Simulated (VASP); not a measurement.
# Au (P6/mmm) in VASP: a series of runs

Au is run at these levels: PBE; tasks: single point, relaxation of shape and atoms at fixed volume.

Program: VASP 6.6.1. These are calculated values, not measurements. Logs are shortened: lines on timing, memory, paths and dates and some standing lists are left out, and cuts for length are marked.

## (1) The cell of the first run

Symmetry: P6/mmm, No. 191, hexagonal system. Conventional cell: a = 2.823 Å, b = 2.823 Å, c = 2.802 Å, α = 90.00°, β = 90.00°, γ = 120.00°. Within 3.7 Å of Au (site symmetry 6/mmm) lie 8 Au at 2.80 to 2.82 Å.

## (2) Single point, PBE

INCAR reads:

```
  PREC = Accurate
  ENCUT = 520
  EDIFF = 1E-7
  ISMEAR = -1
  SIGMA = 0.08
  LREAL = F
  LASPH = T
  NELM = 80
  ALGO = Normal
  ISIF = 2
  LWAVE = F
  LCHARG = F
  GGA = PE
  NBANDS = 12
```

KPOINTS reads:

```
regular mesh
0
Gamma
  15 15 14
```

POSCAR reads:

```
Au
1.0
    2.8232819447      0.0000000000      0.0000000000
   -1.4116409724      2.4450338862      0.0000000000
    0.0000000000      0.0000000000      2.8024459303
Au
1
Direct
    0.0000000000      0.0000000000      0.0000000000
```

Potentials or basis: VASP PAW PBE potentials, release 64 (Au).

The run is started by

```console
$ cat potpaw_PBE.64/Au/POTCAR > POTCAR
$ mpirun -np 1 vasp_std > vasp.out
```

OUTCAR:

```text
PREC = Accurate
   ENCUT = 520
   EDIFF = 1E-7
   ISMEAR = -1
   LREAL = F
   LASPH = T
   NELM = 80
   ISIF = 2
   GGA = PE

 ion  position               nearest neighbor table
   1  0.000  0.000  0.000-

  LATTYP: Found a hexagonal cell.
 ALAT       =     2.8232819447
 C/A-ratio  =     0.9926199314

  Lattice vectors:

 A1 = (   2.8232819447,   0.0000000000,   0.0000000000)
 A2 = (  -1.4116409724,   2.4450338862,   0.0000000000)
 A3 = (   0.0000000000,   0.0000000000,   2.8024459303)

Analysis of symmetry for initial positions (statically):
=====================================================================
 Subroutine PRICEL returns:
 Original cell was already a primitive cell.

 Routine SETGRP: Setting up the symmetry group for a
 hexagonal supercell.

 Subroutine GETGRP returns: Found 24 space group operations
 (whereof 24 operations were pure point group operations)
 out of a pool of 24 trial point group operations.

The static configuration has the point symmetry D_6h.

Analysis of symmetry for dynamics (positions and initial velocities):
=====================================================================
 Subroutine PRICEL returns:
 Original cell was already a primitive cell.

 Routine SETGRP: Setting up the symmetry group for a
 hexagonal supercell.

 Subroutine GETGRP returns: Found 24 space group operations
 (whereof 24 operations were pure point group operations)
 out of a pool of 24 trial point group operations.

The dynamic configuration has the point symmetry D_6h.

 Subroutine INISYM returns: Found 24 space group operations
 (whereof 24 operations are pure point group operations),
 and found     1 'primitive' translations

----------------------------------------------------------------------------------------

                                     Primitive cell

  volume of cell :      19.3453

  direct lattice vectors                    reciprocal lattice vectors
     2.823281945  0.000000000  0.000000000     0.354197710  0.204496143  0.000000000
    -1.411640972  2.445033886  0.000000000     0.000000000  0.408992287  0.000000000
     0.000000000  0.000000000  2.802445930     0.000000000  0.000000000  0.356831149

  length of vectors
     2.823281945  2.823281945  2.802445930     0.408992287  0.408992287  0.356831149

  position of ions in fractional coordinates (direct lattice)
     0.000000000  0.000000000  0.000000000

  ion indices of the primitive-cell ions
   primitive index   ion index
                 1           1

----------------------------------------------------------------------------------------

 KPOINTS: regular mesh

Automatic generation of k-mesh.
 Grid dimensions read from file:
 generate k-points for:   15   15   14

 Generating k-lattice:

  Cartesian coordinates                     Fractional coordinates (reciprocal lattice)
     0.023613181  0.013633076  0.000000000     0.066666667 -0.000000000  0.000000000
     0.000000000  0.027266152  0.000000000     0.000000000  0.066666667  0.000000000
     0.000000000  0.000000000  0.025487939     0.000000000  0.000000000  0.071428571

  Length of vectors
     0.027266152  0.027266152  0.025487939

  Shift w.r.t. Gamma in fractional coordinates (k-lattice)
     0.000000000  0.000000000  0.000000000

 Subroutine IBZKPT returns following result:
 ===========================================

 Found    216 irreducible k-points:

 Following reciprocal coordinates:
            Coordinates               Weight
  0.000000  0.000000  0.000000      1.000000
  0.066667  0.000000  0.000000      6.000000
  0.133333  0.000000  0.000000      6.000000
  0.200000  0.000000  0.000000      6.000000
  0.266667  0.000000  0.000000      6.000000
  0.333333  0.000000  0.000000      6.000000
[... 16 lines left out ...]
  0.333333  0.200000  0.000000     12.000000
  0.400000  0.200000  0.000000      6.000000
 [... further k-points ...]
   k-points           NKPTS =    216   k-points in BZ     NKDIM =    216   number of bands    NBANDS=     12
   number of dos      NEDOS =    301   number of ions     NIONS =      1
   total plane-waves  NPLWV =  13824
   dimension x,y,z NGX =    24 NGY =   24 NGZ =   24
   dimension x,y,z NGXF=    48 NGYF=   48 NGZF=   48
   ions per type =               1
   NGX,Y,Z   is equivalent  to a cutoff of  14.13, 14.13, 14.24 a.u.
   NGXF,Y,Z  is equivalent  to a cutoff of  28.26, 28.26, 28.47 a.u.
 SYSTEM =  unknown system
   PREC   = accura    normal or accurate (medium, high low for compatibility)
   ISTART =      0    job   : 0-new  1-cont  2-samecut
   ICHARG =      2    charge: 1-file 2-atom 10-const
   ISPIN  =      1    spin polarized calculation?
   LNONCOLLINEAR =      F non collinear calculations
   LSORBIT =      F    spin-orbit coupling
   LASPH  =      T    aspherical Exc in radial PAW
   ENCUT  =  520.0 eV  38.22 Ry    6.18 a.u.   5.25  5.25  5.21*2*pi/ulx,y,z
   NELM   =     80;   NELMIN=  2; NELMDL= -5     # of ELM steps
   EDIFF  = 0.1E-06   stopping-criterion for ELM
   LREAL  =      F    real-space projection
   EDIFFG = 0.1E-05   stopping-criterion for IOM
   NSW    =      0    number of steps for IOM
   IBRION =     -1    ionic relax: 0-MD 1-quasi-New 2-CG
   NFREE  =      0    steps in history (QN), initial steepest desc. (CG)
   ISIF   =      2    stress and relaxation
   ISYM   =      2    0-nonsym 1-usesym 2-fastsym
   POTIM  = 0.5000    time-step for ionic-motion
   TEBEG  =    0.0;   TEEND  =   0.0 temperature during run
   PSTRESS=    0.0 pullay stress
   NELECT =      11.0000    total number of electrons
   NUPDOWN=      -1.0000    fix difference up-down
   EMIN   =  10.00;   EMAX   =-10.00  energy-range for DOS
   EFERMI =   0.00;   METHOD = LEGACY
   ISMEAR =    -1;   SIGMA  =   0.08  broadening in eV -4-tet -1-fermi 0-gaus
   EFERMI_NEDOS =   21; number of points for ismear=-14 and -15
   IALGO  =     38    algorithm
   IMIX   =      4    mixing-type and parameters
     AMIX     =   0.40;   BMIX     =  1.00
     AMIX_MAG =   1.60;   BMIX_MAG =  1.00
  volume/ion in A,a.u.               =      19.35       130.55
  Fermi-wavevector in a.u.,A,eV,Ry     =   1.356272  2.562983 25.027576  1.839475
  Thomas-Fermi vector in A             =   2.483290
   LORBIT       =      0    0 simple, 1 ext, 2 COOP (PROOUT), +10 PAW based schemes
   GGA     = PE    functional components
[... 5 lines left out ...]
 non-spin polarized calculation
  energy-cutoff  :      520.00
  volume of cell :       19.35
 maximum number of plane-waves:       534
 NGX is ok and might be reduce to    24
   NGX = 11   NGY = 11   NGZ = 11

 number of electron      10.9999998 magnetization

 Free energy of the ion-electron system (eV)
  ---------------------------------------------------
  ext. energy  EPLUGINS =         0.00000000
  ---------------------------------------------------
  free energy    TOTEN  =        -3.14666437 eV

  energy without entropy =       -3.13877744  energy(sigma->0) =       -3.14272091

 E-fermi :   7.4203     XC(G=0): -11.8903

 val. band max:        7.3977077304   @ k =   0.2667   0.2000   0.0714
 cond. band min:       7.4600508644   @ k =   0.4000   0.0667   0.1429
 fundamental gap:      0.0623431340
 Fermi energy:         7.4202711213

 k-point     1 :       0.0000    0.0000    0.0000
  band No.  band energies     occupation
      1      -1.1555      2.00000
      2       1.4785      2.00000
      3       3.2587      2.00000
      4       3.2587      2.00000
      5       5.6767      2.00000
      6       5.6767      2.00000
      7      19.7240      0.00000
      8      22.7469      0.00000
      9      26.3892      0.00000
     10      26.3892      0.00000
     11      26.4601      0.00000
     12      32.2866      0.00000

 k-point     2 :       0.0667    0.0000    0.0000
  band No.  band energies     occupation
      1      -1.0060      2.00000
      2       1.5204      2.00000
      3       3.1912      2.00000
      4       3.3566      2.00000
      5       5.5880      2.00000
      6       5.6605      2.00000
      7      19.9694      0.00000
      8      22.8439      0.00000
      9      24.9228      0.00000
     10      25.9212      0.00000
     11      27.0958      0.00000
     12      32.7624      0.00000

 k-point     3 :       0.1333    0.0000    0.0000
  band No.  band energies     occupation
      1      -0.5770      2.00000
      2       1.6388      2.00000
      3       3.0296      2.00000
      4       3.6420      2.00000
      5       5.3479      2.00000
      6       5.6152      2.00000
      7      20.6716      0.00000
      8      22.1272      0.00000
      9      23.9270      0.00000
     10      24.8349      0.00000
     11      27.1449      0.00000
     12      33.3239      0.00000
[... 286 lines left out ...]
 k-point    23 :       0.3333    0.2000    0.0000
  band No.  band energies     occupation
      1       1.9458      2.00000
      2       2.2245      2.00000
      3       3.8325      2.00000
      4       4.2254      2.00000
      5       4.9604      2.00000
      6       8.5946      0.00000
      7      11.7698      0.00000
      8      15.8431      0.00000
      9      25.0571      0.00000
     10      27.7722      0.00000
     11      29.7931      0.00000
     12      31.4445      0.00000

 k-point    24 :       0.4000    0.2000    0.0000
  band No.  band energies     occupation
      1       1.9101      2.00000
      2       2.2568      2.00000
      3       4.1096      2.00000
      4       4.1995      2.00000
      5       4.9214      2.00000
      6       9.9329      0.00000
      7      10.1913      0.00000
      8      15.5582      0.00000
      9      25.1087      0.00000
     10      28.2963      0.00000
     11      29.3890      0.00000
     12      31.4321      0.00000

 [... further k-points ...]
[... 5 lines left out ...]
  --------------------------------------------------------------------------------------
  -------------------------------------------------------------------------------------
  Total       -0.0239333     -0.0239333     -0.0264732      0.0000000      0.0000000      0.0000000
  in kB       -1.9821538     -1.9821538     -2.1925059      0.0000000      0.0000000      0.0000000
  external PRESSURE =      -2.0522712 kB  Pullay stress =       0.0000000 kB

 VOLUME and BASIS-vectors are now :
 -----------------------------------------------------------------------------
  energy-cutoff  :      520.00
  volume of cell :       19.35
      direct lattice vectors                 reciprocal lattice vectors
     2.823281945  0.000000000  0.000000000     0.354197710  0.204496143  0.000000000
    -1.411640972  2.445033886  0.000000000     0.000000000  0.408992287  0.000000000
     0.000000000  0.000000000  2.802445930     0.000000000  0.000000000  0.356831149

 POSITION                                       TOTAL-FORCE (eV/Angst)
 -----------------------------------------------------------------------------------
      0.00000      0.00000      0.00000         0.000000      0.000000      0.000000
 -----------------------------------------------------------------------------------
    total drift:                                0.000000     -0.000000      0.000000

  FREE ENERGIE OF THE ION-ELECTRON SYSTEM (eV)
  ---------------------------------------------------
  free  energy   TOTEN  =        -3.1466643713 eV

  energy  without entropy=       -3.1387774393  energy(sigma->0) =       -3.14272091
```

It took 14 s on 1 thread of Intel Xeon 6975P-C (Granite Rapids), shared host; peak memory 0.17 GiB.

Results:

- Free energy: -3.1467 eV
- Pressure: -0.2 GPa

Levels at points of the mesh, in eV from the Fermi level:
| k point | band 3 | band 4 | band 5 | band 6 | band 7 | band 8 | band 9 | band 10 |
| --- | --- | --- | --- | --- | --- | --- | --- | --- |
| (0.00, 0.00, 0.00) | -4.16 | -4.16 | -1.74 | -1.74 | 12.30 | 15.33 | 18.97 | 18.97 |
| (0.00, 0.00, 0.50) | -3.92 | -2.87 | -2.87 | -1.18 | 1.23 | 17.64 | 20.14 | 20.89 |

Caveat: spin-orbit coupling is left out, which moves the levels of the heavy elements.

## (3) Relaxation of shape and atoms at fixed volume, PBE

This run uses another cell than the first one, of 8.32 Å³/atom, 0.430 times its volume.

INCAR reads:

```
SYSTEM = Au
PREC = Accurate
ENCUT = 600
EDIFF = 1E-6
ISMEAR = -1
SIGMA = 0.08
LREAL = .False.
LASPH = .True.
NELM = 80
ALGO = Normal
ISIF = 4
LWAVE = .False.
LCHARG = .False.
GGA = PE
IBRION = 2
NSW = 50
EDIFFG = -0.005
```

KPOINTS reads:

```
Automatic mesh
0
Gamma
  15 15 14
  0 0 0
```

POSCAR reads:

```
Au
1.0
    2.1309686927      0.0000000000      0.0000000000
   -1.0654843464      1.8454730226      0.0000000000
    0.0000000000      0.0000000000      2.1152419976
Au
1
Direct
    0.0000000000      0.0000000000      0.0000000000
```

Potentials or basis: VASP PAW PBE potentials, release 64 (Au).

The run is started by

```console
$ cat potpaw_PBE.64/Au/POTCAR > POTCAR
$ mpirun -np 1 vasp_std > vasp.out
```

Run time: 47 s. Hardware: 1 thread of Intel Xeon 6975P-C (Granite Rapids), shared host; peak memory 0.15 GiB.

The run converged, but its numbers aren't listed here, since they failed a check.

Caveat: spin-orbit coupling is left out, which moves the levels of the heavy elements.

## (4) Relaxation of shape and atoms at fixed volume, PBE

This run uses another cell than the first one, of 9.67 Å³/atom, 0.500 times its volume.

INCAR reads:

```
  PREC = Accurate
  ENCUT = 600
  EDIFF = 1E-6
  ISMEAR = -1
  SIGMA = 0.08
  LREAL = F
  LASPH = T
  NELM = 80
  ALGO = Normal
  ISIF = 4
  LWAVE = F
  LCHARG = F
  GGA = PE
  IBRION = 2
  NSW = 50
  EDIFFG = -0.005
```

KPOINTS reads:

```
regular mesh
0
Gamma
  15 15 14
```

POSCAR reads:

```
Au
1.0
    2.2408403645      0.0000000000      0.0000000000
   -1.1204201823      1.9406246815      0.0000000000
    0.0000000000      0.0000000000      2.2243028089
Au
1
Direct
    0.0000000000      0.0000000000      0.0000000000
```

The run is started by

```console
$ cat potpaw_PBE.64/Au/POTCAR > POTCAR
$ mpirun -np 1 vasp_std > vasp.out
```

Run time: 24 s. Hardware: 1 thread of Intel Xeon 6975P-C (Granite Rapids), shared host; peak memory 0.14 GiB.

Results (log left out):

| Item | Value |
| --- | --- |
| Free energy | 5.2926 eV |
| Energy gained by relaxing | 86.0 meV/atom |
| Ionic steps | 5 |
| Pressure after relaxing | 572.5 GPa |

Stress tensor (GPa, compression positive):
```
572.44   0.00   0.00
  0.00 572.44   0.00
  0.00   0.00 572.52
```

Step by step:
```csv
step,energy change (eV),largest force (eV/Å),pressure (GPa),volume (Å³)
1,0.0000,0.0000,578.35,9.67
2,11.3406,0.0000,790.05,9.67
3,-0.0769,0.0000,573.65,9.67
4,-0.0859,0.0000,572.51,9.67
5,-0.0860,0.0000,572.47,9.67
```

Final structure:
```cif
data_structure
_symmetry_space_group_name_H-M 'P 1'
_symmetry_Int_Tables_number 1
_cell_length_a 2.2658
_cell_length_b 2.2658
_cell_length_c 2.1756
_cell_angle_alpha 90.000
_cell_angle_beta 90.000
_cell_angle_gamma 120.000
_cell_volume 9.67
loop_
_atom_site_label
_atom_site_type_symbol
_atom_site_fract_x
_atom_site_fract_y
_atom_site_fract_z
_atom_site_occupancy
Au1 Au 0.00000 0.00000 0.00000 1
```

Levels at points of the mesh, in eV from the Fermi level:
| k point | band 3 | band 4 | band 5 | band 6 | band 7 | band 8 | band 9 |
| --- | --- | --- | --- | --- | --- | --- | --- |
| (0.00, 0.00, 0.00) | -10.02 | -10.02 | -2.11 | -2.11 | 11.55 | 15.22 | 23.70 |
| (0.00, 0.00, 0.50) | -9.01 | -6.75 | -6.75 | -6.13 | 6.25 | 15.36 | 20.59 |

Caveat: spin-orbit coupling is left out, which moves the levels of the heavy elements.
